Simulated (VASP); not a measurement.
# Mo (P6_3/mmc) in VASP: single point with PBEsol

Aim: the single point of Mo with PBEsol.

Everything below comes from runs of VASP 6.6.1. Logs are shortened: lines on timing, memory, paths and dates and some standing lists are left out, and cuts for length are marked.

### Step 1. The cell of the first run

Symmetry: P6_3/mmc, No. 194, hexagonal system. The conventional cell has a = 3.169 Å, b = 3.169 Å, c = 12.324 Å, α = 90.00°, β = 90.00°, γ = 120.00°. Within 4.2 Å of Mo (site symmetry -6m2) lie 6 Mo at 3.17 Å.

### Step 2. Single point, PBEsol

INCAR

```
ALGO = Normal ; EDIFF = 1E-6
ENCUT = 500 ; GGA = PS
GGA_COMPAT = False ; ISIF = 2
ISMEAR = 0 ; LASPH = True
LCHARG = True ; LELF = True
LREAL = False ; LVHAR = True
LWAVE = False ; NBANDS = 21
NELM = 120 ; PREC = Accurate
SIGMA = 0.1
```

KPOINTS

```
k-points
0
Gamma
  8 8 2
```

POSCAR

```
Mo
1.0
    3.1690000000      0.0000000000      0.0000000000
   -1.5845000000      2.7444350000      0.0000000000
    0.0000000000      0.0000000000     12.3240000000
Mo
2
Direct
    0.3333333333      0.6666666667      0.2500000000
    0.6666666667      0.3333333333      0.7500000000
```

Potentials or basis: VASP PAW PBE potentials, release 64 (Mo_sv).

The run is started by

```console
$ cat potpaw_PBE.64/Mo_sv/POTCAR > POTCAR
$ mpirun -np 1 vasp_std > vasp.out
```

OUTCAR:

```text
EDIFF = 1E-6
   ENCUT = 500
   GGA = PS
   ISIF = 2
   ISMEAR = 0
   LASPH = True
   LREAL = False
   NELM = 120
   PREC = Accurate

 ion  position               nearest neighbor table
   1  0.333  0.667  0.250-
   2  0.667  0.333  0.750-

  LATTYP: Found a hexagonal cell.
 ALAT       =     3.1690000000
 C/A-ratio  =     3.8889239508

  Lattice vectors:

 A1 = (   3.1690000000,   0.0000000000,   0.0000000000)
 A2 = (  -1.5845000000,   2.7444350000,   0.0000000000)
 A3 = (   0.0000000000,   0.0000000000,  12.3240000000)

Analysis of symmetry for initial positions (statically):
=====================================================================
 Subroutine PRICEL returns:
 Original cell was already a primitive cell.

 Routine SETGRP: Setting up the symmetry group for a
 hexagonal supercell.

 Subroutine GETGRP returns: Found 24 space group operations
 (whereof 12 operations were pure point group operations)
 out of a pool of 24 trial point group operations.

The static configuration has the point symmetry D_3d.
 The point group associated with its full space group is D_6h.

Analysis of symmetry for dynamics (positions and initial velocities):
=====================================================================
 Subroutine PRICEL returns:
 Original cell was already a primitive cell.

 Routine SETGRP: Setting up the symmetry group for a
 hexagonal supercell.

 Subroutine GETGRP returns: Found 24 space group operations
 (whereof 12 operations were pure point group operations)
 out of a pool of 24 trial point group operations.

The dynamic configuration has the point symmetry D_3d.
 The point group associated with its full space group is D_6h.

 Subroutine INISYM returns: Found 24 space group operations
 (whereof 12 operations are pure point group operations),
 and found     1 'primitive' translations

----------------------------------------------------------------------------------------

                                     Primitive cell

  volume of cell :     107.1832

  direct lattice vectors                    reciprocal lattice vectors
     3.169000000  0.000000000  0.000000000     0.315556958  0.182186862  0.000000000
    -1.584500000  2.744435000  0.000000000     0.000000000  0.364373724  0.000000000
     0.000000000  0.000000000 12.324000000     0.000000000  0.000000000  0.081142486

  length of vectors
     3.169000000  3.169000429 12.324000000     0.364373773  0.364373724  0.081142486

  position of ions in fractional coordinates (direct lattice)
     0.333333333  0.666666667  0.250000000
     0.666666667  0.333333333  0.750000000

  ion indices of the primitive-cell ions
   primitive index   ion index
                 1           1
                 2           2

----------------------------------------------------------------------------------------

 KPOINTS: k-points

Automatic generation of k-mesh.
 Grid dimensions read from file:
 generate k-points for:    8    8    2

 Generating k-lattice:

  Cartesian coordinates                     Fractional coordinates (reciprocal lattice)
     0.039444620  0.022773358  0.000000000     0.125000000 -0.000000000  0.000000000
     0.000000000  0.045546715  0.000000000     0.000000000  0.125000000  0.000000000
     0.000000000  0.000000000  0.040571243     0.000000000  0.000000000  0.500000000

  Length of vectors
     0.045546722  0.045546715  0.040571243

  Shift w.r.t. Gamma in fractional coordinates (k-lattice)
     0.000000000  0.000000000  0.000000000

 Subroutine IBZKPT returns following result:
 ===========================================

 Found     20 irreducible k-points:

 Following reciprocal coordinates:
            Coordinates               Weight
  0.000000  0.000000  0.000000      1.000000
  0.125000  0.000000  0.000000      6.000000
  0.250000  0.000000  0.000000      6.000000
  0.375000  0.000000  0.000000      6.000000
  0.500000  0.000000  0.000000      3.000000
  0.125000  0.125000  0.000000      6.000000
[... 12 lines left out ...]
  0.250000  0.250000  0.500000      6.000000
  0.375000  0.250000  0.500000      6.000000
   k-points           NKPTS =     20   k-points in BZ     NKDIM =     20   number of bands    NBANDS=     21
   number of dos      NEDOS =    301   number of ions     NIONS =      2
   total plane-waves  NPLWV =  51840
   dimension x,y,z NGX =    24 NGY =   24 NGZ =   90
   dimension x,y,z NGXF=    48 NGYF=   48 NGZF=  180
   ions per type =               2
   NGX,Y,Z   is equivalent  to a cutoff of  12.59, 12.59, 12.14 a.u.
   NGXF,Y,Z  is equivalent  to a cutoff of  25.18, 25.18, 24.28 a.u.
 SYSTEM =  unknown system
   PREC   = accura    normal or accurate (medium, high low for compatibility)
   ISTART =      0    job   : 0-new  1-cont  2-samecut
   ICHARG =      2    charge: 1-file 2-atom 10-const
   ISPIN  =      1    spin polarized calculation?
   LNONCOLLINEAR =      F non collinear calculations
   LSORBIT =      F    spin-orbit coupling
   LASPH  =      T    aspherical Exc in radial PAW
   ENCUT  =  500.0 eV  36.75 Ry    6.06 a.u.   5.78  5.78 22.47*2*pi/ulx,y,z
   NELM   =    120;   NELMIN=  2; NELMDL= -5     # of ELM steps
   EDIFF  = 0.1E-05   stopping-criterion for ELM
   LREAL  =      F    real-space projection
   EDIFFG = 0.1E-04   stopping-criterion for IOM
   NSW    =      0    number of steps for IOM
   IBRION =     -1    ionic relax: 0-MD 1-quasi-New 2-CG
   NFREE  =      0    steps in history (QN), initial steepest desc. (CG)
   ISIF   =      2    stress and relaxation
   ISYM   =      2    0-nonsym 1-usesym 2-fastsym
   POTIM  = 0.5000    time-step for ionic-motion
   TEBEG  =    0.0;   TEEND  =   0.0 temperature during run
   PSTRESS=    0.0 pullay stress
   NELECT =      28.0000    total number of electrons
   NUPDOWN=      -1.0000    fix difference up-down
   EMIN   =  10.00;   EMAX   =-10.00  energy-range for DOS
   EFERMI =   0.00;   METHOD = LEGACY
   ISMEAR =     0;   SIGMA  =   0.10  broadening in eV -4-tet -1-fermi 0-gaus
   EFERMI_NEDOS =   21; number of points for ismear=-14 and -15
   IALGO  =     38    algorithm
   IMIX   =      4    mixing-type and parameters
     AMIX     =   0.40;   BMIX     =  1.00
     AMIX_MAG =   1.60;   BMIX_MAG =  1.00
  volume/ion in A,a.u.               =      53.59       361.65
  Fermi-wavevector in a.u.,A,eV,Ry     =   1.046530  1.977656 14.901455  1.095226
  Thomas-Fermi vector in A             =   2.181373
   LORBIT       =      0    0 simple, 1 ext, 2 COOP (PROOUT), +10 PAW based schemes
   GGA     = PS    functional components
   LHFCALC =     F    Hartree Fock is set to
   AEXX    =    0.0000 exact exchange contribution
   IVDW    =     0    specifies the selected vdW correction
   LEPSILON=     F    determine dielectric tensor
   LRPA    =     F    only Hartree local field effects (RPA)
 non-spin polarized calculation
 Gauss-broadening in eV      SIGMA  =   0.10
  energy-cutoff  :      500.00
  volume of cell :      107.18
 maximum number of plane-waves:      2744
 NGX is ok and might be reduce to    24
   NGX = 11   NGY = 11   NGZ = 45

 number of electron      27.9999992 magnetization

 Free energy of the ion-electron system (eV)
  ---------------------------------------------------
  ext. energy  EPLUGINS =         0.00000000
  ---------------------------------------------------
  free energy    TOTEN  =       -13.94014993 eV

  energy without entropy =      -13.90817547  energy(sigma->0) =      -13.92416270

 E-fermi :   0.4857     XC(G=0):  -6.9459

 val. band max:        0.4684241845   @ k =   0.3750   0.2500   0.0000
 cond. band min:       0.5173129716   @ k =   0.2500   0.1250   0.5000
 fundamental gap:      0.0488887870
 Fermi energy:         0.4857361123

 k-point     1 :       0.0000    0.0000    0.0000
  band No.  band energies     occupation
      1     -60.5440      2.00000
      2     -60.5440      2.00000
      3     -34.8244      2.00000
      4     -34.8244      2.00000
      5     -34.2827      2.00000
      6     -34.2827      2.00000
[... 13 lines left out ...]
     20       1.7324      0.00000
     21       1.7324      0.00000

 k-point     2 :       0.1250    0.0000    0.0000
  band No.  band energies     occupation
      1     -60.5390      2.00000
      2     -60.5390      2.00000
      3     -34.8186      2.00000
      4     -34.8186      2.00000
      5     -34.3289      2.00000
      6     -34.3289      2.00000
[... 13 lines left out ...]
     20       1.6590      0.00000
     21       2.3809      0.00000

 k-point     3 :       0.2500    0.0000    0.0000
  band No.  band energies     occupation
      1     -60.5271      2.00000
      2     -60.5271      2.00000
      3     -34.8045      2.00000
      4     -34.8045      2.00000
      5     -34.4392      2.00000
      6     -34.4392      2.00000
[... 13 lines left out ...]
     20       1.5244      0.00000
     21       3.4704      0.00000

 k-point     4 :       0.3750    0.0000    0.0000
  band No.  band energies     occupation
      1     -60.5152      2.00000
      2     -60.5152      2.00000
      3     -34.7904      2.00000
      4     -34.7904      2.00000
      5     -34.5479      2.00000
      6     -34.5479      2.00000
[... 13 lines left out ...]
     20       2.5222      0.00000
     21       4.9048      0.00000

 k-point     5 :       0.5000    0.0000    0.0000
  band No.  band energies     occupation
      1     -60.5103      2.00000
      2     -60.5102      2.00000
      3     -34.7846      2.00000
      4     -34.7846      2.00000
      5     -34.5924      2.00000
      6     -34.5924      2.00000
[... 13 lines left out ...]
     20       3.0243      0.00000
     21       6.1977      0.00000
[... 286 lines left out ...]
     20       2.5438      0.00000
     21       4.9814      0.00000

 k-point    18 :       0.3750    0.1250    0.5000
  band No.  band energies     occupation
      1     -60.5102      2.00000
      2     -60.5102      2.00000
      3     -34.7846      2.00000
      4     -34.7846      2.00000
      5     -34.5683      2.00000
      6     -34.5683      2.00000
[... 13 lines left out ...]
     20       3.9532      0.00000
     21       6.4760      0.00000

 k-point    19 :       0.2500    0.2500    0.5000
  band No.  band energies     occupation
      1     -60.5102      2.00000
      2     -60.5102      2.00000
      3     -34.7846      2.00000
      4     -34.7846      2.00000
      5     -34.5346      2.00000
      6     -34.5346      2.00000
[... 13 lines left out ...]
     20       4.2344      0.00000
     21       6.5094      0.00000

 k-point    20 :       0.3750    0.2500    0.5000
  band No.  band energies     occupation
      1     -60.5067      2.00000
      2     -60.5067      2.00000
      3     -34.7805      2.00000
      4     -34.7805      2.00000
      5     -34.5374      2.00000
      6     -34.5374      2.00000
[... 13 lines left out ...]
     20       5.9947      0.00000
     21       6.3788      0.00000

------------------------ aborting loop because EDIFF is reached ----------------------------------------

  FORCE on cell =-STRESS in cart. coord.  units (eV):
  Direction    XX          YY          ZZ          XY          YZ          ZX
  --------------------------------------------------------------------------------------
  -------------------------------------------------------------------------------------
  Total      -16.4957323    -16.4957383     -0.2986883     -0.0000000     -0.0000000      0.0000000
  in kB     -246.5785562   -246.5786452     -4.4647988     -0.0000000     -0.0000000      0.0000000
  external PRESSURE =    -165.8740001 kB  Pullay stress =       0.0000000 kB

 VOLUME and BASIS-vectors are now :
 -----------------------------------------------------------------------------
  energy-cutoff  :      500.00
  volume of cell :      107.18
      direct lattice vectors                 reciprocal lattice vectors
     3.169000000  0.000000000  0.000000000     0.315556958  0.182186862  0.000000000
    -1.584500000  2.744435000  0.000000000     0.000000000  0.364373724  0.000000000
     0.000000000  0.000000000 12.324000000     0.000000000  0.000000000  0.081142486

 POSITION                                       TOTAL-FORCE (eV/Angst)
 -----------------------------------------------------------------------------------
     -0.00000      1.82962      3.08100         0.000000      0.000000      0.000000
      1.58450      0.91481      9.24300        -0.000000     -0.000000      0.000000
 -----------------------------------------------------------------------------------
    total drift:                                0.000000     -0.000000      0.000000

  FREE ENERGIE OF THE ION-ELECTRON SYSTEM (eV)
  ---------------------------------------------------
  free  energy   TOTEN  =       -13.9401499301 eV

  energy  without entropy=      -13.9081754676  energy(sigma->0) =      -13.92416270
```

Wall time 35 s (1 thread of Intel Xeon 8259CL, shared host); peak memory 0.22 GiB.

Results:

* Free energy: -13.9401 eV
* Pressure: -16.6 GPa
* Band gap on the k mesh: zero (band 14 reaches 0.87 eV, above the bottom of band 15 at 0.18 eV)

Levels at points of the mesh, in eV from the Fermi level:
```
           k point  band 10  band 11  band 12  band 13  band 14  band 15  band 16  band 17  band 18  band 19
(0.00, 0.00, 0.00)    -3.69    -0.93    -0.61    -0.07    -0.07    -0.07    -0.07     0.66     1.25     1.25
(0.50, 0.00, 0.00)    -2.23    -1.29    -1.27     0.34     0.38     0.77     0.77     2.18     2.25     2.54
(0.00, 0.00, 0.50)    -3.72    -0.81    -0.81    -0.07    -0.07    -0.07    -0.07     1.21     1.21     1.25
(0.50, 0.00, 0.50)    -2.23    -1.28    -1.28     0.36     0.36     0.77     0.77     2.22     2.22     2.54
```

Caveat: the PAW data sets were made with another functional, which shifts forces and pressure a little.
